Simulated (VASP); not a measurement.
Crystal: Si2C.

```
CELL_PARAMETERS angstrom
2.86507 0.00000 0.00000
-1.43253 2.48122 0.00000
0.00000 0.00000 4.88018
ATOMIC_POSITIONS crystal
Si 0.00000 0.00000 0.75239
Si 0.00000 0.00000 0.24761
C 0.33333 0.66667 0.00000
```

This cell differs from its parent crystal: atoms taken out.

- Program: VASP 6.6.1
- Task: relaxation of cell and atoms
- Functional: PBE
- Potentials or basis: VASP PAW PBE potentials, release 64 (Si, C)
- Cutoff: 600 eV
- k mesh: 18 × 18 × 10
- Occupations: gaussian, width 0.1 eV
- Spin: no spin polarisation

At the start: pressure 1.0 GPa; volume 11.56 Å³/atom.

Question: Where does the relaxation end?

Answer: Over 6 steps the energy falls by 2.1 meV/atom and the volume is 11.63 Å³/atom (+0.6 %); space group P-6m2 (No. 187, to 0.1 Å) before and after.

The path:
| step | energy change (eV) | largest force (eV/Å) | pressure (GPa) | volume (Å³) |
| --- | --- | --- | --- | --- |
| 1 | 0.0000 | 0.0635 | 1.03 | 34.69 |
| 2 | -0.0048 | 0.1878 | -0.27 | 35.06 |
| 3 | -0.0054 | 0.1599 | 0.03 | 34.97 |
| 4 | -0.0055 | 0.1278 | -0.85 | 35.05 |
| 5 | -0.0060 | 0.0100 | -0.44 | 35.01 |
| 6 | -0.0062 | 0.0006 | -0.06 | 34.89 |

Final structure:
```
CELL_PARAMETERS angstrom
2.88409 0.00000 0.00000
-1.44204 2.49769 0.00000
0.00000 0.00000 4.84283
ATOMIC_POSITIONS crystal
Si 0.00000 0.00000 0.75073
Si 0.00000 0.00000 0.24927
C 0.33333 0.66667 0.00000
```

Caveat: the cell differs from its parent crystal (atoms taken out).
